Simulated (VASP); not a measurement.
# Na2S in VASP: further runs, part 2 of 2

VASP 6.6.1. The steps go on from the part before.

## 4. Single point, PBEsol

This run uses another cell than the first one, of 22.90 Å³/atom.

INCAR

```
PREC = Accurate
ENCUT = 500
EDIFF = 1E-6
ISMEAR = 0
SIGMA = 0.01
LREAL = F
LASPH = T
NELM = 120
ALGO = Normal
ISIF = 2
LWAVE = F
LCHARG = F
GGA = PS
NBANDS = 17
GGA_COMPAT = F
```

KPOINTS

```
regular mesh
0
Gamma
  6 6 6
```

POSCAR

```
Na2S
1.0
    0.0000000000      3.2506223128      3.2506223128
    3.2506223128      0.0000000000      3.2506223128
    3.2506223128      3.2506223128      0.0000000000
Na S
2 1
Direct
    0.2500000000      0.2500000000      0.2500000000
    0.7500000000      0.7500000000      0.7500000000
    0.0000000000      0.0000000000      0.0000000000
```

Potentials or basis: VASP PAW PBE potentials, release 64 (Na_pv, S).

Started as:

```console
> cat potpaw_PBE.64/Na_pv/POTCAR potpaw_PBE.64/S/POTCAR > POTCAR
> mpirun -np 1 vasp_std > vasp.out
```

OUTCAR:

```text
PREC = Accurate
   ENCUT = 500
   EDIFF = 1E-6
   ISMEAR = 0
   LREAL = F
   LASPH = T
   NELM = 120
   ISIF = 2
   GGA = PS

 ion  position               nearest neighbor table
   1  0.250  0.250  0.250-
   2  0.750  0.750  0.750-
   3  0.000  0.000  0.000-

  LATTYP: Found a face centered cubic cell.
 ALAT       =     6.5012446256

  Lattice vectors:

 A1 = (   0.0000000000,   3.2506223128,   3.2506223128)
 A2 = (   3.2506223128,   0.0000000000,   3.2506223128)
 A3 = (   3.2506223128,   3.2506223128,   0.0000000000)

Analysis of symmetry for initial positions (statically):
=====================================================================
 Subroutine PRICEL returns:
 Original cell was already a primitive cell.

 Routine SETGRP: Setting up the symmetry group for a
 face centered cubic supercell.

 Subroutine GETGRP returns: Found 48 space group operations
 (whereof 48 operations were pure point group operations)
 out of a pool of 48 trial point group operations.

The static configuration has the point symmetry O_h .

Analysis of symmetry for dynamics (positions and initial velocities):
=====================================================================
 Subroutine PRICEL returns:
 Original cell was already a primitive cell.

 Routine SETGRP: Setting up the symmetry group for a
 face centered cubic supercell.

 Subroutine GETGRP returns: Found 48 space group operations
 (whereof 48 operations were pure point group operations)
 out of a pool of 48 trial point group operations.

The dynamic configuration has the point symmetry O_h .

 Subroutine INISYM returns: Found 48 space group operations
 (whereof 48 operations are pure point group operations),
 and found     1 'primitive' translations

[... 103 lines left out ...]
   EFERMI_NEDOS =   21; number of points for ismear=-14 and -15
   IALGO  =     38    algorithm
   IMIX   =      4    mixing-type and parameters
     AMIX     =   0.40;   BMIX     =  1.00
     AMIX_MAG =   1.60;   BMIX_MAG =  1.00
  volume/ion in A,a.u.               =      22.90       154.53
  Fermi-wavevector in a.u.,A,eV,Ry     =   1.085030  2.050409 16.017997  1.177290
  Thomas-Fermi vector in A             =   2.221134
   LORBIT       =      0    0 simple, 1 ext, 2 COOP (PROOUT), +10 PAW based schemes
   GGA     = PS    functional components
   LHFCALC =     F    Hartree Fock is set to
   AEXX    =    0.0000 exact exchange contribution
   IVDW    =     0    specifies the selected vdW correction
   LEPSILON=     F    determine dielectric tensor
   LRPA    =     F    only Hartree local field effects (RPA)
 non-spin polarized calculation
 Gauss-broadening in eV      SIGMA  =   0.01
  energy-cutoff  :      500.00
  volume of cell :       68.70
 maximum number of plane-waves:      1807
 NGX is ok and might be reduce to    36
   NGX = 17   NGY = 17   NGZ = 17

 number of electron      19.9999984 magnetization

 Free energy of the ion-electron system (eV)
  ---------------------------------------------------
  ext. energy  EPLUGINS =         0.00000000
  ---------------------------------------------------
  free energy    TOTEN  =       -10.37481092 eV

  energy without entropy =      -10.37481092  energy(sigma->0) =      -10.37481092

 E-fermi :   0.2317     XC(G=0):  -8.0231

 val. band max:        0.1893547469   @ k =   0.0000   0.0000   0.0000
 cond. band min:       2.6142582215   @ k =   0.0000   0.0000   0.0000
 fundamental gap:      2.4249034746
 Fermi energy:         0.2316854868

 k-point     1 :       0.0000    0.0000    0.0000
  band No.  band energies     occupation
      1     -21.8382      2.00000
      2     -21.8382      2.00000
      3     -21.8382      2.00000
      4     -21.7799      2.00000
      5     -21.7799      2.00000
      6     -21.7799      2.00000
[... 297 lines left out ...]
      4     -21.7917      2.00000
      5     -21.7702      2.00000
      6     -21.7665      2.00000
[... 9 lines left out ...]
     16      11.3770      0.00000
     17      12.1897      0.00000

------------------------ aborting loop because EDIFF is reached ----------------------------------------

  FORCE on cell =-STRESS in cart. coord.  units (eV):
  Direction    XX          YY          ZZ          XY          YZ          ZX
  --------------------------------------------------------------------------------------
  -------------------------------------------------------------------------------------
  Total        0.0280599      0.0280599      0.0280599     -0.0000000      0.0000000      0.0000000
  in kB        0.6544348      0.6544348      0.6544348     -0.0000000      0.0000000      0.0000000
  external PRESSURE =       0.6544348 kB  Pullay stress =       0.0000000 kB

 VOLUME and BASIS-vectors are now :
 -----------------------------------------------------------------------------
  energy-cutoff  :      500.00
  volume of cell :       68.70
      direct lattice vectors                 reciprocal lattice vectors
     0.000000000  3.250622313  3.250622313    -0.153816701  0.153816701  0.153816701
     3.250622313  0.000000000  3.250622313     0.153816701 -0.153816701  0.153816701
     3.250622313  3.250622313  0.000000000     0.153816701  0.153816701 -0.153816701

 POSITION                                       TOTAL-FORCE (eV/Angst)
 -----------------------------------------------------------------------------------
      1.62531      1.62531      1.62531         0.000000      0.000000      0.000000
      4.87593      4.87593      4.87593        -0.000000     -0.000000     -0.000000
      0.00000      0.00000      0.00000        -0.000000     -0.000000     -0.000000
 -----------------------------------------------------------------------------------
    total drift:                                0.000000      0.000000      0.000000

  FREE ENERGIE OF THE ION-ELECTRON SYSTEM (eV)
  ---------------------------------------------------
  free  energy   TOTEN  =       -10.3748109194 eV

  energy  without entropy=      -10.3748109194  energy(sigma->0) =      -10.37481092
```

stdout:

```text
POSCAR found type information on POSCAR NaS
 POSCAR found :  2 types and       3 ions
 scaLAPACK will be used
 -----------------------------------------------------------------------------
|                                                                             |
|                                                                             |
|     You enforced a specific xc type in the INCAR file but a different       |
|     I HOPE YOU KNOW WHAT YOU ARE DOING!                                     |
|                                                                             |
 -----------------------------------------------------------------------------

 LDA part: xc-table for (Slater+PW92), standard interpolation
 POSCAR, INCAR and KPOINTS ok, starting setup
 FFT: planning ... GRIDC
 FFT: planning ... GRID_SOFT
 FFT: planning ... GRID
 WAVECAR not read
 entering main loop
```

Run time: 21 s. Hardware: 1 thread of Intel Xeon Platinum 8488C (Sapphire Rapids), shared host; peak memory 0.19 GiB.

What came out:

| Quantity | Value |
| --- | --- |
| Free energy | -10.3748 eV |
| Pressure | 0.1 GPa |
| Band gap on the k mesh | 2.42 eV |

Caveat: the PAW data sets were made with another functional, which shifts forces and pressure a little.

## 5. Single point, PBEsol

This run uses another cell than the first one, of 23.24 Å³/atom.

INCAR

```
SYSTEM = Na2S
PREC = Accurate
ENCUT = 500
EDIFF = 1E-6
ISMEAR = 0
SIGMA = 0.01
LREAL = .False.
LASPH = .True.
NELM = 120
ALGO = Normal
ISIF = 2
LWAVE = .False.
LCHARG = .True.
GGA = PS
LELF = .True.
LVHAR = .True.
NBANDS = 17
GGA_COMPAT = .False.
```

KPOINTS

```
regular mesh
0
Gamma
  6 6 6
  0 0 0
```

POSCAR

```
Na2S
1.0
    0.0000000000      3.2668754243      3.2668754243
    3.2668754243      0.0000000000      3.2668754243
    3.2668754243      3.2668754243      0.0000000000
Na S
2 1
Direct
    0.2500000000      0.2500000000      0.2500000000
    0.7500000000      0.7500000000      0.7500000000
    0.0000000000      0.0000000000      0.0000000000
```

Started as:

```console
> cat potpaw_PBE.64/Na_pv/POTCAR potpaw_PBE.64/S/POTCAR > POTCAR
> mpirun -np 1 vasp_std > vasp.out
```

It took 19 s on 1 thread of Intel Xeon Platinum 8488C (Sapphire Rapids), shared host; peak memory 0.19 GiB.

It converged, with:

- Free energy: -10.3740 eV
- Pressure: -0.4 GPa
- Band gap on the k mesh: 2.38 eV

Levels at points of the mesh, in eV from the valence-band top:
```tsv
k point	band 8	band 9	band 10	band 11	band 12	band 13
(0.00, 0.00, 0.00)	0.00	0.00	0.00	2.38	7.67	7.67
(0.50, 0.00, 0.00)	-1.68	-0.13	-0.13	4.72	6.33	7.07
(0.50, 0.50, 0.00)	-1.50	-0.47	-0.47	3.70	5.96	8.43
```

Caveat: the PAW data sets were made with another functional, which shifts forces and pressure a little. As with any semilocal functional, this PBEsol gap is likely too small.

## 6. Single point, PBEsol (z stretched by -0.5 %, x and y held)

INCAR

```
PREC = Accurate ; ENCUT = 500
EDIFF = 1E-6 ; ISMEAR = 0
SIGMA = 0.01 ; LREAL = F
LASPH = T ; NELM = 120
ALGO = Normal ; ISIF = 2
LWAVE = F ; LCHARG = F
GGA = PS ; NBANDS = 17
GGA_COMPAT = F
```

KPOINTS

```
Automatic mesh
0
Gamma
  6 6 6
```

POSCAR

```
Na2S
1.0
    0.0000000000      3.2506223128      3.2343692012
    3.2506223128      0.0000000000      3.2343692012
    3.2506223128      3.2506223128      0.0000000000
Na S
2 1
Direct
    0.2500000000      0.2500000000      0.2500000000
    0.7500000000      0.7500000000      0.7500000000
    0.0000000000      0.0000000000      0.0000000000
```

Potentials or basis: VASP PAW PBE potentials, release 64 (Na_pv, S).

Started as:

```console
> cat potpaw_PBE.64/Na_pv/POTCAR potpaw_PBE.64/S/POTCAR > POTCAR
> mpirun -np 1 vasp_std > vasp.out
```

It took 29 s on 1 thread of Intel Xeon Platinum 8488C (Sapphire Rapids), shared host; peak memory 0.19 GiB.

The run converged. Its results:

```
Free energy            : -10.3743 eV
Pressure               : 0.2 GPa
Band gap on the k mesh : 2.44 eV
```

Stress tensor (GPa, compression positive):
```
0.16 0.00 0.00
0.00 0.16 0.00
0.00 0.00 0.36
```

Levels at points of the mesh, in eV from the valence-band top:
```tsv
k point	band 6	band 7	band 8	band 9	band 10	band 11	band 12	band 13	band 14	band 15
(0.00, 0.00, 0.00)	-21.96	-10.17	-0.01	-0.01	0.00	2.44	7.74	7.74	7.74	9.31
(0.50, 0.00, 0.00)	-21.99	-9.90	-1.72	-0.15	-0.13	4.80	6.40	7.09	7.12	11.31
(0.50, 0.50, 0.00)	-21.95	-9.81	-1.52	-0.49	-0.49	3.70	5.99	8.61	9.79	9.79
(0.50, 0.00, 0.50)	-21.95	-9.82	-1.54	-0.48	-0.48	3.70	6.02	8.56	9.78	9.85
```

Caveat: the cell differs from its parent crystal (z stretched by -0.5 %, x and y held); the PAW data sets were made with another functional, which shifts forces and pressure a little.

## 7. Overview

```csv
cell,gap on the mesh (eV),pressure (GPa)
"a = 4.574 Å, angles 60.0°, 3 atoms",2.47,0.5
"a = 4.597 Å, angles 60.0°, 3 atoms",2.42,0.1
"a = 4.620 Å, angles 60.0°, 3 atoms",2.38,-0.4
"a = 4.586, b = 4.586, c = 4.597 Å, angles 59.9, 59.9, 60.2°, 3 atoms",2.44,0.2
```

Alike in all rows: task single point; level PBEsol; potentials or basis VASP PAW PBE potentials, release 64 (Na_pv, S); no spin polarisation; k mesh 6 × 6 × 6; cutoff (eV) 500; smearing gaussian 0.01 eV.

Caveats: the PAW data sets were made with another functional, which shifts forces and pressure a little.

Absolute energies hang on the potentials; compare differences alone.
